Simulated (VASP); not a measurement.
# Ga (Cmce) in VASP: a series of runs

Ga is run at these levels: PBEsol; tasks: single point.

All numbers are computed with VASP 6.6.1; they aren't measurements. Logs are shortened: lines on timing, memory, paths and dates and some standing lists are left out, and cuts for length are marked.

**1. The cell of the first run**

The structure is orthorhombic, space group Cmce (No. 64). The conventional cell has a = 4.553 Å, b = 7.712 Å, c = 4.554 Å, α = 90.00°, β = 90.00°, γ = 90.00°. Within 3.3 Å of Ga (site symmetry m) lie 7 Ga at 2.50 to 2.81 Å.

**2. Single point, PBEsol**

Input file INCAR:

```
SYSTEM = Ga
ALGO = Fast ; EDIFF = 1E-7
ENCUT = 520 ; GGA = PS
ISIF = 2 ; ISMEAR = -1
LASPH = .TRUE. ; LCHARG = .TRUE.
LELF = .TRUE. ; LREAL = .FALSE.
LVHAR = .TRUE. ; LWAVE = .FALSE.
NBANDS = 34 ; NELM = 60
PREC = Accurate ; SIGMA = 0.05
```

Input file KPOINTS:

```
k-points
0
G
  7 7 6
  0 0 0
```

Input file POSCAR:

```
Ga
1.0
    2.2764772577     -3.8558682890      0.0000000000
    2.2764772577      3.8558682890      0.0000000000
    0.0000000000      0.0000000000      4.5539611380
Ga
4
Direct
    0.3451000000      0.6549000000      0.4190000000
    0.1549000000      0.8451000000      0.9190000000
    0.6549000000      0.3451000000      0.5810000000
    0.8451000000      0.1549000000      0.0810000000
```

Potentials or basis: VASP PAW PBE potentials, release 64 (Ga_d).

Launch:

```sh
> cat potpaw_PBE.64/Ga_d/POTCAR > POTCAR
> mpirun -np 1 vasp_std > vasp.out
```

OUTCAR:

```text
SYSTEM = Ga
   EDIFF = 1E-7
   ENCUT = 520
   GGA = PS
   ISIF = 2
   ISMEAR = -1
   LASPH = .TRUE.
   LREAL = .FALSE.
   NELM = 60
   PREC = Accurate

 ion  position               nearest neighbor table
   1  0.345  0.655  0.419-   3 2.50   2 2.71   2 2.71   4 2.75   4 2.75   3 2.81   3 2.81
   2  0.155  0.845  0.919-   4 2.50   1 2.71   1 2.71   3 2.75   3 2.75   4 2.81   4 2.81
   3  0.655  0.345  0.581-   1 2.50   4 2.71   4 2.71   2 2.75   2 2.75   1 2.81   1 2.81
   4  0.845  0.155  0.081-   2 2.50   3 2.71   3 2.71   1 2.75   1 2.75   2 2.81   2 2.81

  LATTYP: Found a base centered orthorhombic cell.
 ALAT       =     4.5529545154
 B/A-ratio  =     1.6937873093
 C/A-ratio  =     1.0002210922

  Lattice vectors:

 A1 = (   2.2764772577,  -3.8558682890,   0.0000000000)
 A2 = (   2.2764772577,   3.8558682890,   0.0000000000)
 A3 = (   0.0000000000,   0.0000000000,   4.5539611380)

Analysis of symmetry for initial positions (statically):
=====================================================================
 Subroutine PRICEL returns:
 Original cell was already a primitive cell.

 Routine SETGRP: Setting up the symmetry group for a
 base centered orthorhombic supercell.

 Subroutine GETGRP returns: Found  8 space group operations
 (whereof  4 operations were pure point group operations)
 out of a pool of  8 trial point group operations.

The static configuration has the point symmetry C_2h.
 The point group associated with its full space group is D_2h.

Analysis of symmetry for dynamics (positions and initial velocities):
=====================================================================
 Subroutine PRICEL returns:
 Original cell was already a primitive cell.

 Routine SETGRP: Setting up the symmetry group for a
 base centered orthorhombic supercell.

 Subroutine GETGRP returns: Found  8 space group operations
 (whereof  4 operations were pure point group operations)
 out of a pool of  8 trial point group operations.

The dynamic configuration has the point symmetry C_2h.
 The point group associated with its full space group is D_2h.

 Subroutine INISYM returns: Found  8 space group operations
 (whereof  4 operations are pure point group operations),
 and found     1 'primitive' translations

----------------------------------------------------------------------------------------

                                     Primitive cell

  volume of cell :      79.9475

  direct lattice vectors                    reciprocal lattice vectors
     2.276477258 -3.855868289  0.000000000     0.219637599 -0.129672479  0.000000000
     2.276477258  3.855868289  0.000000000     0.219637599  0.129672479  0.000000000
     0.000000000  0.000000000  4.553961138     0.000000000  0.000000000  0.219589050

  length of vectors
     4.477730337  4.477730337  4.553961138     0.255060046  0.255060046  0.219589050

  position of ions in fractional coordinates (direct lattice)
     0.345100000  0.654900000  0.419000000
     0.154900000  0.845100000  0.919000000
     0.654900000  0.345100000  0.581000000
     0.845100000  0.154900000  0.081000000

  ion indices of the primitive-cell ions
   primitive index   ion index
                 1           1
                 2           2
                 3           3
                 4           4

----------------------------------------------------------------------------------------

 KPOINTS: k-points

Automatic generation of k-mesh.
 Grid dimensions read from file:
 generate k-points for:    7    7    6

 Generating k-lattice:

  Cartesian coordinates                     Fractional coordinates (reciprocal lattice)
     0.031376800 -0.018524640  0.000000000     0.142857143  0.000000000  0.000000000
     0.031376800  0.018524640  0.000000000     0.000000000  0.142857143  0.000000000
     0.000000000  0.000000000  0.036598175     0.000000000  0.000000000  0.166666667

  Length of vectors
     0.036437149  0.036437149  0.036598175

  Shift w.r.t. Gamma in fractional coordinates (k-lattice)
     0.000000000  0.000000000  0.000000000

 Subroutine IBZKPT returns following result:
 ===========================================

 Found     64 irreducible k-points:

 Following reciprocal coordinates:
            Coordinates               Weight
  0.000000  0.000000  0.000000      1.000000
  0.142857 -0.000000  0.000000      4.000000
  0.285714  0.000000  0.000000      4.000000
  0.428571 -0.000000  0.000000      4.000000
  0.142857  0.142857  0.000000      2.000000
  0.285714  0.142857  0.000000      4.000000
[... 16 lines left out ...]
  0.428571  0.142857  0.166667      8.000000
 -0.428571  0.142857  0.166667      8.000000
 [... further k-points ...]
   k-points           NKPTS =     64   k-points in BZ     NKDIM =     64   number of bands    NBANDS=     34
   number of dos      NEDOS =    301   number of ions     NIONS =      4
   total plane-waves  NPLWV =  46656
   dimension x,y,z NGX =    36 NGY =   36 NGZ =   36
   dimension x,y,z NGXF=    72 NGYF=   72 NGZF=   72
   ions per type =               4
   NGX,Y,Z   is equivalent  to a cutoff of  13.37, 13.37, 13.14 a.u.
   NGXF,Y,Z  is equivalent  to a cutoff of  26.73, 26.73, 26.28 a.u.
 SYSTEM =  Ga
   PREC   = accura    normal or accurate (medium, high low for compatibility)
   ISTART =      0    job   : 0-new  1-cont  2-samecut
   ICHARG =      2    charge: 1-file 2-atom 10-const
   ISPIN  =      1    spin polarized calculation?
   LNONCOLLINEAR =      F non collinear calculations
   LSORBIT =      F    spin-orbit coupling
   LASPH  =      T    aspherical Exc in radial PAW
   ENCUT  =  520.0 eV  38.22 Ry    6.18 a.u.   8.33  8.33  8.47*2*pi/ulx,y,z
   NELM   =     60;   NELMIN=  2; NELMDL= -5     # of ELM steps
   EDIFF  = 0.1E-06   stopping-criterion for ELM
   LREAL  =      F    real-space projection
   EDIFFG = 0.1E-05   stopping-criterion for IOM
   NSW    =      0    number of steps for IOM
   IBRION =     -1    ionic relax: 0-MD 1-quasi-New 2-CG
   NFREE  =      0    steps in history (QN), initial steepest desc. (CG)
   ISIF   =      2    stress and relaxation
   ISYM   =      2    0-nonsym 1-usesym 2-fastsym
   POTIM  = 0.5000    time-step for ionic-motion
   TEBEG  =    0.0;   TEEND  =   0.0 temperature during run
   PSTRESS=    0.0 pullay stress
   NELECT =      52.0000    total number of electrons
   NUPDOWN=      -1.0000    fix difference up-down
   EMIN   =  10.00;   EMAX   =-10.00  energy-range for DOS
   EFERMI =   0.00;   METHOD = LEGACY
   ISMEAR =    -1;   SIGMA  =   0.05  broadening in eV -4-tet -1-fermi 0-gaus
   EFERMI_NEDOS =   21; number of points for ismear=-14 and -15
   IALGO  =     68    algorithm
   IMIX   =      4    mixing-type and parameters
     AMIX     =   0.40;   BMIX     =  1.00
     AMIX_MAG =   1.60;   BMIX_MAG =  1.00
  volume/ion in A,a.u.               =      19.99       134.88
  Fermi-wavevector in a.u.,A,eV,Ry     =   1.418429  2.680443 27.374126  2.011941
  Thomas-Fermi vector in A             =   2.539556
   LORBIT       =      0    0 simple, 1 ext, 2 COOP (PROOUT), +10 PAW based schemes
   GGA     = PS    functional components
   LHFCALC =     F    Hartree Fock is set to
   AEXX    =    0.0000 exact exchange contribution
   IVDW    =     0    specifies the selected vdW correction
   LEPSILON=     F    determine dielectric tensor
   LRPA    =     F    only Hartree local field effects (RPA)
 non-spin polarized calculation
 RMM-DIIS sequential band-by-band and
  energy-cutoff  :      520.00
  volume of cell :       79.95
 maximum number of plane-waves:      2183
 NGX is ok and might be reduce to    36
   NGX = 17   NGY = 17   NGZ = 17

 number of electron      52.0000003 magnetization

 Free energy of the ion-electron system (eV)
  ---------------------------------------------------
  ext. energy  EPLUGINS =         0.00000000
  ---------------------------------------------------
  free energy    TOTEN  =       -13.36650821 eV

  energy without entropy =      -13.35685168  energy(sigma->0) =      -13.36167994

 E-fermi :   4.7577     XC(G=0): -10.7050

 val. band max:        4.7533412591   @ k =   0.0000   0.0000   0.5000
 cond. band min:       4.7598917571   @ k =   0.2857   0.2857   0.0000
 fundamental gap:      0.0065504979
 Fermi energy:         4.7576633548

 k-point     1 :       0.0000    0.0000    0.0000
  band No.  band energies     occupation
      1     -10.3580      2.00000
      2     -10.3551      2.00000
      3     -10.3319      2.00000
      4     -10.3128      2.00000
      5     -10.2840      2.00000
      6     -10.2596      2.00000
[... 26 lines left out ...]
     33      11.3731      0.00000
     34      12.1037      0.00000

 k-point     2 :       0.1429   -0.0000    0.0000
  band No.  band energies     occupation
      1     -10.3605      2.00000
      2     -10.3469      2.00000
      3     -10.3362      2.00000
      4     -10.3208      2.00000
      5     -10.2724      2.00000
      6     -10.2539      2.00000
[... 26 lines left out ...]
     33      11.2146      0.00000
     34      12.1195      0.00000

 k-point     3 :       0.2857    0.0000    0.0000
  band No.  band energies     occupation
      1     -10.3566      2.00000
      2     -10.3470      2.00000
      3     -10.3390      2.00000
      4     -10.3213      2.00000
      5     -10.2717      2.00000
      6     -10.2519      2.00000
[... 26 lines left out ...]
     33      10.5800      0.00000
     34      11.7868      0.00000

 k-point     4 :       0.4286   -0.0000    0.0000
  band No.  band energies     occupation
      1     -10.3586      2.00000
      2     -10.3516      2.00000
      3     -10.3283      2.00000
      4     -10.3024      2.00000
      5     -10.2868      2.00000
      6     -10.2817      2.00000
[... 26 lines left out ...]
     33      10.9859      0.00000
     34      12.1200      0.00000

 k-point     5 :       0.1429    0.1429    0.0000
  band No.  band energies     occupation
      1     -10.3613      2.00000
      2     -10.3512      2.00000
      3     -10.3344      2.00000
      4     -10.3243      2.00000
      5     -10.2512      2.00000
      6     -10.2509      2.00000
[... 621 lines left out ...]
 k-point    22 :       0.2857    0.1429    0.1667
  band No.  band energies     occupation
      1     -10.3882      2.00000
      2     -10.3427      2.00000
      3     -10.3381      2.00000
      4     -10.3045      2.00000
      5     -10.2862      2.00000
      6     -10.2492      2.00000
[... 26 lines left out ...]
     33      11.2352      0.00000
     34      12.3345      0.00000

 k-point    23 :       0.4286    0.1429    0.1667
  band No.  band energies     occupation
      1     -10.3906      2.00000
      2     -10.3498      2.00000
      3     -10.3256      2.00000
      4     -10.3086      2.00000
      5     -10.2897      2.00000
      6     -10.2558      2.00000
[... 26 lines left out ...]
     33      12.3439      0.00000
     34      13.3633      0.00000

 k-point    24 :      -0.4286    0.1429    0.1667
  band No.  band energies     occupation
      1     -10.3818      2.00000
      2     -10.3600      2.00000
      3     -10.3228      2.00000
      4     -10.3048      2.00000
      5     -10.2938      2.00000
      6     -10.2574      2.00000
[... 26 lines left out ...]
     33      11.9350      0.00000
     34      12.6053      0.00000

 [... further k-points ...]
[... 5 lines left out ...]
  --------------------------------------------------------------------------------------
  -------------------------------------------------------------------------------------
  Total       -1.5986101     -0.9537427     -1.1514797      0.0000000      0.0000000      0.0000000
  in kB      -32.0367398    -19.1133573    -23.0760808      0.0000000      0.0000000      0.0000000
  external PRESSURE =     -24.7420593 kB  Pullay stress =       0.0000000 kB

 VOLUME and BASIS-vectors are now :
 -----------------------------------------------------------------------------
  energy-cutoff  :      520.00
  volume of cell :       79.95
      direct lattice vectors                 reciprocal lattice vectors
     2.276477258 -3.855868289  0.000000000     0.219637599 -0.129672479  0.000000000
     2.276477258  3.855868289  0.000000000     0.219637599  0.129672479  0.000000000
     0.000000000  0.000000000  4.553961138     0.000000000  0.000000000  0.219589050

 POSITION                                       TOTAL-FORCE (eV/Angst)
 -----------------------------------------------------------------------------------
      2.27648      1.19455      1.90811         0.000000      0.111477     -0.037291
      2.27648      2.66132      4.18509         0.000000     -0.111477     -0.037291
      2.27648     -1.19455      2.64585         0.000000     -0.111477      0.037291
      2.27648     -2.66132      0.36887         0.000000      0.111477      0.037291
 -----------------------------------------------------------------------------------
    total drift:                               -0.000000     -0.000000      0.000000

  FREE ENERGIE OF THE ION-ELECTRON SYSTEM (eV)
  ---------------------------------------------------
  free  energy   TOTEN  =       -13.3665082098 eV

  energy  without entropy=      -13.3568516767  energy(sigma->0) =      -13.36167994
```

Wall time 77 s (1 thread of Intel Xeon 6975P-C (Granite Rapids), shared host); peak memory 0.28 GiB.

Results:

```
Free energy            : -13.3665 eV
Pressure               : -2.5 GPa
Largest force          : 0.118 eV/Å
Band gap on the k mesh : zero (band 26 reaches 5.10 eV, above the bottom of band 27 at 3.82 eV)
```

Forces on the atoms (eV/Å):
```
Ga   0.000  0.111 -0.037
Ga   0.000 -0.111 -0.037
Ga   0.000 -0.111  0.037
Ga   0.000  0.111  0.037
```

Levels at points of the mesh, in eV from the Fermi level:
| k point | band 23 | band 24 | band 25 | band 26 | band 27 | band 28 | band 29 | band 30 |
| --- | --- | --- | --- | --- | --- | --- | --- | --- |
| (0.00, 0.00, 0.00) | -3.71 | -1.87 | -1.69 | -0.80 | 0.83 | 0.85 | 0.99 | 4.89 |
| (0.00, 0.00, 0.50) | -0.34 | -0.34 | -0.02 | -0.02 | 0.00 | 0.00 | 2.00 | 2.00 |

Caveat: the PAW data sets were made with another functional, which shifts forces and pressure a little.

(Continued in part 2 of 2.)
